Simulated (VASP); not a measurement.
# Pb (Fm-3m) in VASP: notebook

Aim: see how the results for Pb move with the level of theory and the settings. Levels: revPBE+D3(BJ), BLYP+D4. Tasks: single point.

Program: VASP 6.6.1. These are calculated values, not measurements. Logs are shortened: lines on timing, memory, paths and dates and some standing lists are left out, and cuts for length are marked.

## 1. The cell of the first run

The structure is cubic, space group Fm-3m (No. 225). The conventional cell has a = 4.917 Å, b = 4.917 Å, c = 4.917 Å, α = 90.00°, β = 90.00°, γ = 90.00°. Within 4.6 Å of Pb (site symmetry m-3m) lie 12 Pb at 3.48 Å.

## 2. Single point, revPBE+D3(BJ)

Input file INCAR:

```
SYSTEM = Pb
ALGO     = Fast           ! electronic algorithm
EDIFF    = 1E-6           ! SCF threshold, eV
ENCUT    = 520            ! plane-wave cutoff, eV
GGA      = RE             ! functional
ISIF     = 2              ! what is computed and relaxed
ISMEAR   = -1             ! smearing method
IVDW     = 12             ! dispersion correction
LASPH    = .True.         ! aspherical terms in the spheres
LCHARG   = .True.         ! write CHGCAR
LELF     = .True.         ! ELF
LREAL    = .False.        ! projectors in reciprocal space
LVHAR    = .True.       
LWAVE    = .False.        ! write WAVECAR
NBANDS   = 13             ! bands
NELM     = 80             ! most SCF steps
PREC     = Accurate       ! precision mode
SIGMA    = 0.05           ! smearing width, eV
```

Input file KPOINTS:

```
k-points
0
Gamma
  9 9 9
  0 0 0
```

Input file POSCAR:

```
Pb
1.0
    0.0000000000      2.4584086270      2.4584086270
    2.4584086270      0.0000000000      2.4584086270
    2.4584086270      2.4584086270      0.0000000000
Pb
1
Direct
    0.0000000000      0.0000000000      0.0000000000
```

Potentials or basis: VASP PAW PBE potentials, release 64 (Pb_d).

Launch:

```console
$ cat potpaw_PBE.64/Pb_d/POTCAR > POTCAR
$ mpirun -np 1 vasp_std > vasp.out
```

OUTCAR:

```text
SYSTEM = Pb
   EDIFF = 1E-6
   ENCUT = 520
   GGA = RE
   ISIF = 2
   ISMEAR = -1
   IVDW = 12
   LASPH = .True.
   LREAL = .False.
   NELM = 80
   PREC = Accurate
 IVDW          = 12

 ion  position               nearest neighbor table
   1  0.000  0.000  0.000-

  LATTYP: Found a face centered cubic cell.
 ALAT       =     4.9168172540

  Lattice vectors:

 A1 = (   0.0000000000,   2.4584086270,   2.4584086270)
 A2 = (   2.4584086270,   0.0000000000,   2.4584086270)
 A3 = (   2.4584086270,   2.4584086270,   0.0000000000)

Analysis of symmetry for initial positions (statically):
=====================================================================
 Subroutine PRICEL returns:
 Original cell was already a primitive cell.

 Routine SETGRP: Setting up the symmetry group for a
 face centered cubic supercell.

 Subroutine GETGRP returns: Found 48 space group operations
 (whereof 48 operations were pure point group operations)
 out of a pool of 48 trial point group operations.

The static configuration has the point symmetry O_h .

Analysis of symmetry for dynamics (positions and initial velocities):
=====================================================================
 Subroutine PRICEL returns:
 Original cell was already a primitive cell.

 Routine SETGRP: Setting up the symmetry group for a
 face centered cubic supercell.

 Subroutine GETGRP returns: Found 48 space group operations
 (whereof 48 operations were pure point group operations)
 out of a pool of 48 trial point group operations.

The dynamic configuration has the point symmetry O_h .

 Subroutine INISYM returns: Found 48 space group operations
 (whereof 48 operations are pure point group operations),
 and found     1 'primitive' translations

----------------------------------------------------------------------------------------

                                     Primitive cell

  volume of cell :      29.7161

  direct lattice vectors                    reciprocal lattice vectors
     0.000000000  2.458408627  2.458408627    -0.203383601  0.203383601  0.203383601
     2.458408627  0.000000000  2.458408627     0.203383601 -0.203383601  0.203383601
     2.458408627  2.458408627  0.000000000     0.203383601  0.203383601 -0.203383601

  length of vectors
     3.476714822  3.476714822  3.476714822     0.352270731  0.352270731  0.352270731

  position of ions in fractional coordinates (direct lattice)
     0.000000000  0.000000000  0.000000000

  ion indices of the primitive-cell ions
   primitive index   ion index
                 1           1

----------------------------------------------------------------------------------------

 KPOINTS: k-points

Automatic generation of k-mesh.
 Grid dimensions read from file:
 generate k-points for:    9    9    9

 Generating k-lattice:

  Cartesian coordinates                     Fractional coordinates (reciprocal lattice)
    -0.022598178  0.022598178  0.022598178     0.111111111  0.000000000  0.000000000
     0.022598178 -0.022598178  0.022598178     0.000000000  0.111111111  0.000000000
     0.022598178  0.022598178 -0.022598178     0.000000000  0.000000000  0.111111111

  Length of vectors
     0.039141192  0.039141192  0.039141192

  Shift w.r.t. Gamma in fractional coordinates (k-lattice)
     0.000000000  0.000000000  0.000000000

 Subroutine IBZKPT returns following result:
 ===========================================

 Found     35 irreducible k-points:

 Following reciprocal coordinates:
            Coordinates               Weight
  0.000000  0.000000  0.000000      1.000000
  0.111111  0.000000  0.000000      8.000000
  0.222222  0.000000  0.000000      8.000000
  0.333333  0.000000  0.000000      8.000000
  0.444444  0.000000  0.000000      8.000000
  0.111111  0.111111  0.000000      6.000000
[... 16 lines left out ...]
 -0.333333  0.333333  0.000000     12.000000
  0.444444  0.444444  0.000000      6.000000
 [... further k-points ...]
   k-points           NKPTS =     35   k-points in BZ     NKDIM =     35   number of bands    NBANDS=     13
   number of dos      NEDOS =    301   number of ions     NIONS =      1
   total plane-waves  NPLWV =  21952
   dimension x,y,z NGX =    28 NGY =   28 NGZ =   28
   dimension x,y,z NGXF=    56 NGYF=   56 NGZF=   56
   ions per type =               1
   NGX,Y,Z   is equivalent  to a cutoff of  13.39, 13.39, 13.39 a.u.
   NGXF,Y,Z  is equivalent  to a cutoff of  26.78, 26.78, 26.78 a.u.
 SYSTEM =  Pb
   PREC   = accura    normal or accurate (medium, high low for compatibility)
   ISTART =      0    job   : 0-new  1-cont  2-samecut
   ICHARG =      2    charge: 1-file 2-atom 10-const
   ISPIN  =      1    spin polarized calculation?
   LNONCOLLINEAR =      F non collinear calculations
   LSORBIT =      F    spin-orbit coupling
   LASPH  =      T    aspherical Exc in radial PAW
   ENCUT  =  520.0 eV  38.22 Ry    6.18 a.u.   6.46  6.46  6.46*2*pi/ulx,y,z
   NELM   =     80;   NELMIN=  2; NELMDL= -5     # of ELM steps
   EDIFF  = 0.1E-05   stopping-criterion for ELM
   LREAL  =      F    real-space projection
   EDIFFG = 0.1E-04   stopping-criterion for IOM
   NSW    =      0    number of steps for IOM
   IBRION =     -1    ionic relax: 0-MD 1-quasi-New 2-CG
   NFREE  =      0    steps in history (QN), initial steepest desc. (CG)
   ISIF   =      2    stress and relaxation
   ISYM   =      2    0-nonsym 1-usesym 2-fastsym
   POTIM  = 0.5000    time-step for ionic-motion
   TEBEG  =    0.0;   TEEND  =   0.0 temperature during run
   PSTRESS=    0.0 pullay stress
   NELECT =      14.0000    total number of electrons
   NUPDOWN=      -1.0000    fix difference up-down
   EMIN   =  10.00;   EMAX   =-10.00  energy-range for DOS
   EFERMI =   0.00;   METHOD = LEGACY
   ISMEAR =    -1;   SIGMA  =   0.05  broadening in eV -4-tet -1-fermi 0-gaus
   EFERMI_NEDOS =   21; number of points for ismear=-14 and -15
   IALGO  =     68    algorithm
   IMIX   =      4    mixing-type and parameters
     AMIX     =   0.40;   BMIX     =  1.00
     AMIX_MAG =   1.60;   BMIX_MAG =  1.00
  volume/ion in A,a.u.               =      29.72       200.53
  Fermi-wavevector in a.u.,A,eV,Ry     =   1.273855  2.407238 22.078274  1.622707
  Thomas-Fermi vector in A             =   2.406656
   LORBIT       =      0    0 simple, 1 ext, 2 COOP (PROOUT), +10 PAW based schemes
   GGA     = RE    functional components
   LHFCALC =     F    Hartree Fock is set to
   AEXX    =    0.0000 exact exchange contribution
   IVDW    =    12    specifies the selected vdW correction
   LEPSILON=     F    determine dielectric tensor
   LRPA    =     F    only Hartree local field effects (RPA)
 non-spin polarized calculation
 RMM-DIIS sequential band-by-band and
  energy-cutoff  :      520.00
  volume of cell :       29.72
 maximum number of plane-waves:       821
 NGX is ok and might be reduce to    28
   NGX = 13   NGY = 13   NGZ = 13

 number of electron      13.9999999 magnetization

 Free energy of the ion-electron system (eV)
  ---------------------------------------------------
  ext. energy  EPLUGINS =         0.00000000
  ---------------------------------------------------
  free energy    TOTEN  =        -3.22138681 eV

  energy without entropy =       -3.21832809  energy(sigma->0) =       -3.21985745

 E-fermi :   7.4509     XC(G=0): -10.2132

 val. band max:        7.2292140111   @ k =  -0.3333   0.3333   0.1111
 cond. band min:       7.4533622155   @ k =  -0.2222   0.3333   0.1111
 fundamental gap:      0.2241482044
 Fermi energy:         7.4508523622

 k-point     1 :       0.0000    0.0000    0.0000
  band No.  band energies     occupation
      1      -9.5381      2.00000
      2      -9.5381      2.00000
      3      -9.5381      2.00000
      4      -9.3903      2.00000
      5      -9.3903      2.00000
      6      -4.2862      2.00000
      7      15.2001      0.00000
      8      15.2001      0.00000
      9      15.2001      0.00000
     10      17.3499      0.00000
     11      19.1726      0.00000
     12      20.2255      0.00000
     13      20.2255      0.00000

 k-point     2 :       0.1111    0.0000    0.0000
  band No.  band energies     occupation
      1      -9.5389      2.00000
      2      -9.5207      2.00000
      3      -9.5207      2.00000
      4      -9.3905      2.00000
      5      -9.3905      2.00000
      6      -4.0431      2.00000
      7      12.7739      0.00000
      8      14.9104      0.00000
      9      14.9104      0.00000
     10      16.9941      0.00000
     11      20.1034      0.00000
     12      20.7440      0.00000
     13      20.7451      0.00000

 k-point     3 :       0.2222    0.0000    0.0000
  band No.  band energies     occupation
      1      -9.5451      2.00000
      2      -9.5003      2.00000
      3      -9.5003      2.00000
      4      -9.3667      2.00000
      5      -9.3667      2.00000
      6      -3.3144      2.00000
      7       9.2370      0.00000
      8      14.2956      0.00000
      9      14.2956      0.00000
     10      16.6832      0.00000
     11      19.5387      0.00000
     12      20.3351      0.00000
     13      20.3351      0.00000
[... 305 lines left out ...]
 k-point    23 :      -0.3333    0.3333    0.0000
  band No.  band energies     occupation
      1      -9.5974      2.00000
      2      -9.4312      2.00000
      3      -9.3813      2.00000
      4      -9.3571      2.00000
      5      -9.2887      2.00000
      6       0.4525      2.00000
      7       5.7482      2.00000
      8       6.0154      2.00000
      9      11.3359      0.00000
     10      14.5567      0.00000
     11      21.4896      0.00000
     12      23.1089      0.00000
     13      23.1161      0.00000

 k-point    24 :       0.4444    0.4444    0.0000
  band No.  band energies     occupation
      1      -9.7063      2.00000
      2      -9.6108      2.00000
      3      -9.2642      2.00000
      4      -9.2230      2.00000
      5      -9.2230      2.00000
      6       0.4536      2.00000
      7       4.8436      2.00000
      8       9.7866      0.00000
      9       9.7866      0.00000
     10      13.1167      0.00000
     11      14.3347      0.00000
     12      25.9710      0.00000
     13      27.7924      0.00000

 [... further k-points ...]

------------------------ aborting loop because EDIFF is reached ----------------------------------------

 Edisp (eV)   -0.75029

 E8    (eV) :    -0.5590

  FORCE on cell =-STRESS in cart. coord.  units (eV):
  Direction    XX          YY          ZZ          XY          YZ          ZX
  --------------------------------------------------------------------------------------
  -------------------------------------------------------------------------------------
  Total       0.06729     0.06729     0.06729     0.00000     0.00000    -0.00000
  in kB       3.62790     3.62790     3.62790     0.00000     0.00000    -0.00000
  external pressure =        3.63 kB  Pullay stress =        0.00 kB

 VOLUME and BASIS-vectors are now :
 -----------------------------------------------------------------------------
  energy-cutoff  :      520.00
  volume of cell :       29.72
      direct lattice vectors                 reciprocal lattice vectors
     0.000000000  2.458408627  2.458408627    -0.203383601  0.203383601  0.203383601
     2.458408627  0.000000000  2.458408627     0.203383601 -0.203383601  0.203383601
     2.458408627  2.458408627  0.000000000     0.203383601  0.203383601 -0.203383601

 POSITION                                       TOTAL-FORCE (eV/Angst)
 -----------------------------------------------------------------------------------
      0.00000      0.00000      0.00000        -0.000000      0.000000     -0.000000
 -----------------------------------------------------------------------------------
    total drift:                               -0.000000     -0.000000     -0.000000

  FREE ENERGIE OF THE ION-ELECTRON SYSTEM (eV)
  ---------------------------------------------------
  free  energy   TOTEN  =        -3.9716815201 eV

  energy  without entropy=       -3.9686228052  energy(sigma->0) =       -3.97015216
```

It took 10 s on 1 thread of Intel Xeon Platinum 8488C (Sapphire Rapids), shared host; peak memory 0.16 GiB.

Results:

```
Free energy                : -3.9717 eV
Pressure                   : 0.4 GPa
Band gap on the k mesh     : zero (band 7 reaches 15.20 eV, above the bottom of band 8 at 6.02 eV)
Dispersion energy per atom : -0.750 eV
```

Levels at points of the mesh, in eV from the Fermi level:
| k point | band 3 | band 4 | band 5 | band 6 | band 7 | band 8 | band 9 | band 10 | band 11 | band 12 |
| --- | --- | --- | --- | --- | --- | --- | --- | --- | --- | --- |
| (0.00, 0.00, 0.00) | -16.99 | -16.84 | -16.84 | -11.74 | 7.75 | 7.75 | 7.75 | 9.90 | 11.72 | 12.77 |

Caveat: the PAW data sets were made with another functional, which shifts forces and pressure a little; spin-orbit coupling is left out, which moves the levels of the heavy elements; pairwise dispersion overbinds metals, which lowers pressure and volume.

(Continued in part 2 of 2.)
